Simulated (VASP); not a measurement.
# SrCl2 (Imm2) in VASP: single point with PBE

Aim: the single point of SrCl2 with PBE.

Everything below comes from runs of VASP 6.6.1. Logs are shortened: lines on timing, memory, paths and dates and some standing lists are left out, and cuts for length are marked.

## Step 1: The cell of the first run

It takes space group Imm2 (No. 44, orthorhombic). The conventional cell has a = 4.929 Å, b = 6.971 Å, c = 4.929 Å, α = 90.00°, β = 90.00°, γ = 90.00°. Sr (site symmetry mm2) has 6 Cl at 2.38 to 3.14 Å within 3.2 Å. Cl (site symmetry m) has 3 Sr at 2.38 to 3.14 Å within 3.2 Å.

## Step 2: Single point, PBE (atom 1 (Sr) moved by (-0.600, -0.600) A along x and z)

INCAR

```
PREC     = Accurate       # precision mode
ENCUT    = 520            # plane-wave cutoff, eV
EDIFF    = 1E-6           # SCF threshold, eV
ISMEAR   = 0              # smearing method
SIGMA    = 0.05           # smearing width, eV
LREAL    = F              # projectors in reciprocal space
LASPH    = T              # aspherical terms in the spheres
NELM     = 100            # most SCF steps
ALGO     = Normal         # electronic algorithm
ISIF     = 2              # what is computed and relaxed
LWAVE    = F              # write WAVECAR
LCHARG   = T              # write CHGCAR
GGA      = PE             # functional
LELF     = T              # ELF
LVHAR    = T            
NBANDS   = 19             # bands
```

KPOINTS

```
Automatic mesh
0
Gamma
  6 6 6
```

POSCAR

```
SrCl2
1.0
    0.0000000000      3.4855000000      3.4855000000
    3.4855000000      0.0000000000      3.4855000000
    3.4855000000      3.4855000000      0.0000000000
Sr Cl
1 2
Direct
    0.0000000000     -0.1721417300      0.0000000000
    0.2500000000      0.2500000000      0.2500000000
    0.7500000000      0.7500000000      0.7500000000
```

Potentials or basis: VASP PAW PBE potentials, release 64 (Sr_sv, Cl).

Run with:

```bash
cat potpaw_PBE.64/Sr_sv/POTCAR potpaw_PBE.64/Cl/POTCAR > POTCAR
mpirun -np 1 vasp_std > vasp.out
```

OUTCAR:

```text
PREC = Accurate
   ENCUT = 520
   EDIFF = 1E-6
   ISMEAR = 0
   LREAL = F
   LASPH = T
   NELM = 100
   ISIF = 2
   GGA = PE

 ion  position               nearest neighbor table
   1  0.000  0.828  0.000-   3 2.38   2 2.38   3 3.14   2 3.14   3 3.14   2 3.14   3 3.74   2 3.74

   2  0.250  0.250  0.250-   1 2.38   1 3.14   1 3.14   1 3.74
   3  0.750  0.750  0.750-   1 2.38   1 3.14   1 3.14   1 3.74

  LATTYP: Found a face centered cubic cell.
 ALAT       =     6.9710000000

  Lattice vectors:

 A1 = (   0.0000000000,   3.4855000000,   3.4855000000)
 A2 = (   3.4855000000,   0.0000000000,   3.4855000000)
 A3 = (   3.4855000000,   3.4855000000,   0.0000000000)

Analysis of symmetry for initial positions (statically):
=====================================================================
 Subroutine PRICEL returns:
 Original cell was already a primitive cell.

 Routine SETGRP: Setting up the symmetry group for a
 face centered cubic supercell.

 Subroutine GETGRP returns: Found  4 space group operations
 (whereof  4 operations were pure point group operations)
 out of a pool of 48 trial point group operations.

The static configuration has the point symmetry C_2v.

Analysis of symmetry for dynamics (positions and initial velocities):
=====================================================================
 Subroutine PRICEL returns:
 Original cell was already a primitive cell.

 Routine SETGRP: Setting up the symmetry group for a
 face centered cubic supercell.

 Subroutine GETGRP returns: Found  4 space group operations
 (whereof  4 operations were pure point group operations)
 out of a pool of 48 trial point group operations.

The dynamic configuration has the point symmetry C_2v.

 Subroutine INISYM returns: Found  4 space group operations
 (whereof  4 operations are pure point group operations),
 and found     1 'primitive' translations

----------------------------------------------------------------------------------------

                                     Primitive cell

  volume of cell :      84.6887

  direct lattice vectors                    reciprocal lattice vectors
     0.000000000  3.485500000  3.485500000    -0.143451442  0.143451442  0.143451442
     3.485500000  0.000000000  3.485500000     0.143451442 -0.143451442  0.143451442
     3.485500000  3.485500000  0.000000000     0.143451442  0.143451442 -0.143451442

  length of vectors
     4.929241372  4.929241372  4.929241372     0.248465185  0.248465185  0.248465185

  position of ions in fractional coordinates (direct lattice)
     0.000000000  0.827858270  0.000000000
     0.250000000  0.250000000  0.250000000
     0.750000000  0.750000000  0.750000000

  ion indices of the primitive-cell ions
   primitive index   ion index
                 1           1
                 2           2
                 3           3

----------------------------------------------------------------------------------------

 KPOINTS: Automatic mesh

Automatic generation of k-mesh.
 Grid dimensions read from file:
 generate k-points for:    6    6    6

 Generating k-lattice:

  Cartesian coordinates                     Fractional coordinates (reciprocal lattice)
    -0.023908574  0.023908574  0.023908574     0.166666667  0.000000000  0.000000000
     0.023908574 -0.023908574  0.023908574     0.000000000  0.166666667  0.000000000
     0.023908574  0.023908574 -0.023908574     0.000000000  0.000000000  0.166666667

  Length of vectors
     0.041410864  0.041410864  0.041410864

  Shift w.r.t. Gamma in fractional coordinates (k-lattice)
     0.000000000  0.000000000  0.000000000

 Subroutine IBZKPT returns following result:
 ===========================================

 Found     46 irreducible k-points:

 Following reciprocal coordinates:
            Coordinates               Weight
  0.000000  0.000000  0.000000      1.000000
  0.166667  0.000000  0.000000      4.000000
  0.000000  0.166667  0.000000      4.000000
  0.333333  0.000000  0.000000      4.000000
  0.000000  0.333333  0.000000      4.000000
  0.500000  0.000000  0.000000      2.000000
[... 16 lines left out ...]
  0.166667  0.000000 -0.166667      2.000000
 -0.166667 -0.333333 -0.166667      2.000000
 [... further k-points ...]
   k-points           NKPTS =     46   k-points in BZ     NKDIM =     46   number of bands    NBANDS=     19
   number of dos      NEDOS =    301   number of ions     NIONS =      3
   total plane-waves  NPLWV =  64000
   dimension x,y,z NGX =    40 NGY =   40 NGZ =   40
   dimension x,y,z NGXF=    80 NGYF=   80 NGZF=   80
   ions per type =               1   2
   NGX,Y,Z   is equivalent  to a cutoff of  13.49, 13.49, 13.49 a.u.
   NGXF,Y,Z  is equivalent  to a cutoff of  26.98, 26.98, 26.98 a.u.
 SYSTEM =  unknown system
   PREC   = accura    normal or accurate (medium, high low for compatibility)
   ISTART =      0    job   : 0-new  1-cont  2-samecut
   ICHARG =      2    charge: 1-file 2-atom 10-const
   ISPIN  =      1    spin polarized calculation?
   LNONCOLLINEAR =      F non collinear calculations
   LSORBIT =      F    spin-orbit coupling
   LASPH  =      T    aspherical Exc in radial PAW
   ENCUT  =  520.0 eV  38.22 Ry    6.18 a.u.   9.17  9.17  9.17*2*pi/ulx,y,z
   NELM   =    100;   NELMIN=  2; NELMDL= -5     # of ELM steps
   EDIFF  = 0.1E-05   stopping-criterion for ELM
   LREAL  =      F    real-space projection
   EDIFFG = 0.1E-04   stopping-criterion for IOM
   NSW    =      0    number of steps for IOM
   IBRION =     -1    ionic relax: 0-MD 1-quasi-New 2-CG
   NFREE  =      0    steps in history (QN), initial steepest desc. (CG)
   ISIF   =      2    stress and relaxation
   ISYM   =      2    0-nonsym 1-usesym 2-fastsym
   POTIM  = 0.5000    time-step for ionic-motion
   TEBEG  =    0.0;   TEEND  =   0.0 temperature during run
   PSTRESS=    0.0 pullay stress
   NELECT =      24.0000    total number of electrons
   NUPDOWN=      -1.0000    fix difference up-down
   EMIN   =  10.00;   EMAX   =-10.00  energy-range for DOS
   EFERMI =   0.00;   METHOD = LEGACY
   ISMEAR =     0;   SIGMA  =   0.05  broadening in eV -4-tet -1-fermi 0-gaus
   EFERMI_NEDOS =   21; number of points for ismear=-14 and -15
   IALGO  =     38    algorithm
   IMIX   =      4    mixing-type and parameters
     AMIX     =   0.40;   BMIX     =  1.00
     AMIX_MAG =   1.60;   BMIX_MAG =  1.00
  volume/ion in A,a.u.               =      28.23       190.50
  Fermi-wavevector in a.u.,A,eV,Ry     =   1.075318  2.032056 15.732530  1.156308
  Thomas-Fermi vector in A             =   2.211171
   LORBIT       =      0    0 simple, 1 ext, 2 COOP (PROOUT), +10 PAW based schemes
   GGA     = PE    functional components
   LHFCALC =     F    Hartree Fock is set to
   AEXX    =    0.0000 exact exchange contribution
   IVDW    =     0    specifies the selected vdW correction
   LEPSILON=     F    determine dielectric tensor
   LRPA    =     F    only Hartree local field effects (RPA)
 non-spin polarized calculation
 Gauss-broadening in eV      SIGMA  =   0.05
  energy-cutoff  :      520.00
  volume of cell :       84.69
 maximum number of plane-waves:      2301
 NGX is ok and might be reduce to    40
   NGX = 19   NGY = 19   NGZ = 19

 number of electron      24.0000003 magnetization

 Free energy of the ion-electron system (eV)
  ---------------------------------------------------
  ext. energy  EPLUGINS =         0.00000000
  ---------------------------------------------------
  free energy    TOTEN  =       -11.10037212 eV

  energy without entropy =      -11.10037212  energy(sigma->0) =      -11.10037212

 E-fermi :   0.4233     XC(G=0):  -8.1827

 val. band max:        0.1103706851   @ k =   0.5000   0.0000   0.5000
 cond. band min:       5.2521883474   @ k =   0.0000   0.0000   0.0000
 fundamental gap:      5.1418176623
 Fermi energy:         0.4233280616

 k-point     1 :       0.0000    0.0000    0.0000
  band No.  band energies     occupation
      1     -32.2571      2.00000
      2     -15.0246      2.00000
      3     -14.9793      2.00000
      4     -14.3016      2.00000
      5     -12.7888      2.00000
      6     -12.1807      2.00000
[... 11 lines left out ...]
     18       9.1155      0.00000
     19      10.0046      0.00000

 k-point     2 :       0.1667    0.0000    0.0000
  band No.  band energies     occupation
      1     -32.2560      2.00000
      2     -15.1051      2.00000
      3     -14.9988      2.00000
      4     -14.3278      2.00000
      5     -12.6448      2.00000
      6     -12.1573      2.00000
[... 11 lines left out ...]
     18       8.8916      0.00000
     19       9.7690      0.00000

 k-point     3 :       0.0000    0.1667    0.0000
  band No.  band energies     occupation
      1     -32.2559      2.00000
      2     -15.1307      2.00000
      3     -14.9883      2.00000
      4     -14.3070      2.00000
      5     -12.6521      2.00000
      6     -12.1566      2.00000
[... 11 lines left out ...]
     18       9.1885      0.00000
     19      10.0729      0.00000

 k-point     4 :       0.3333    0.0000    0.0000
  band No.  band energies     occupation
      1     -32.2538      2.00000
      2     -15.2387      2.00000
      3     -15.0523      2.00000
      4     -14.3627      2.00000
      5     -12.3975      2.00000
      6     -12.0973      2.00000
[... 11 lines left out ...]
     18       8.9730      0.00000
     19       9.2200      0.00000

 k-point     5 :       0.0000    0.3333    0.0000
  band No.  band energies     occupation
      1     -32.2537      2.00000
      2     -15.3064      2.00000
      3     -15.0109      2.00000
      4     -14.3176      2.00000
      5     -12.4948      2.00000
      6     -12.0166      2.00000
[... 11 lines left out ...]
     18       9.0077      0.00000
     19      10.3282      0.00000
[... 334 lines left out ...]
      2     -15.3024      2.00000
      3     -15.1232      2.00000
      4     -14.3230      2.00000
      5     -12.3395      2.00000
      6     -12.0128      2.00000
[... 11 lines left out ...]
     18       8.7781      0.00000
     19       9.4211      0.00000

 k-point    22 :      -0.1667    0.1667    0.0000
  band No.  band energies     occupation
      1     -32.2544      2.00000
      2     -15.2361      2.00000
      3     -15.0208      2.00000
      4     -14.3324      2.00000
      5     -12.4732      2.00000
      6     -12.1058      2.00000
[... 11 lines left out ...]
     18       8.9782      0.00000
     19       9.8241      0.00000

 k-point    23 :       0.1667    0.0000   -0.1667
  band No.  band energies     occupation
      1     -32.2546      2.00000
      2     -15.1038      2.00000
      3     -15.0905      2.00000
      4     -14.3740      2.00000
      5     -12.4994      2.00000
      6     -12.1238      2.00000
[... 11 lines left out ...]
     18       9.0620      0.00000
     19       9.7175      0.00000

 k-point    24 :      -0.1667   -0.3333   -0.1667
  band No.  band energies     occupation
      1     -32.2545      2.00000
      2     -15.1506      2.00000
      3     -15.0940      2.00000
      4     -14.3116      2.00000
      5     -12.4901      2.00000
      6     -12.1489      2.00000
[... 11 lines left out ...]
     18       9.0793      0.00000
     19      10.2595      0.00000

 [... further k-points ...]
[... 5 lines left out ...]
  --------------------------------------------------------------------------------------
  -------------------------------------------------------------------------------------
  Total        4.6846774      9.8000254      4.6846774      0.0000000      0.0000000      4.1870983
  in kB       88.6267894    185.4011941     88.6267894      0.0000000      0.0000000     79.2133690
  external PRESSURE =     120.8849243 kB  Pullay stress =       0.0000000 kB

 VOLUME and BASIS-vectors are now :
 -----------------------------------------------------------------------------
  energy-cutoff  :      520.00
  volume of cell :       84.69
      direct lattice vectors                 reciprocal lattice vectors
     0.000000000  3.485500000  3.485500000    -0.143451442  0.143451442  0.143451442
     3.485500000  0.000000000  3.485500000     0.143451442 -0.143451442  0.143451442
     3.485500000  3.485500000  0.000000000     0.143451442  0.143451442 -0.143451442

 POSITION                                       TOTAL-FORCE (eV/Angst)
 -----------------------------------------------------------------------------------
      2.88550      0.00000      2.88550         3.892301      0.000000      3.892301
      1.74275      1.74275      1.74275        -1.946150      2.788046     -1.946150
      5.22825      5.22825      5.22825        -1.946150     -2.788046     -1.946150
 -----------------------------------------------------------------------------------
    total drift:                               -0.000041      0.000000     -0.000041

  FREE ENERGIE OF THE ION-ELECTRON SYSTEM (eV)
  ---------------------------------------------------
  free  energy   TOTEN  =       -11.1003721182 eV

  energy  without entropy=      -11.1003721182  energy(sigma->0) =      -11.10037212
```

It took 91 s on 1 thread of Intel Xeon Platinum 8375C at 2.90GHz (Ice Lake), shared host; peak memory 0.27 GiB.

Results:

```
Free energy            : -11.1004 eV
Pressure               : 12.1 GPa
Largest force          : 5.505 eV/Å
Band gap on the k mesh : 5.14 eV (least direct gap 5.40 eV)
```

Forces in eV/Å, atoms in the order of the input:
```
Sr   3.892  0.000  3.892
Cl  -1.946  2.788 -1.946
Cl  -1.946 -2.788 -1.946
```

Stress tensor (GPa, compression positive):
```
 8.86  0.00  7.92
 0.00 18.54  0.00
 7.92  0.00  8.86
```

Caveat: the cell differs from its parent crystal (atom 1 (Sr) moved by (-0.600, -0.600) A along x and z); the cell stands under pressure; forces of over 1 eV/Å act on the atoms, so gaps and moduli don't describe the material at rest. A k mesh can miss the band edges.
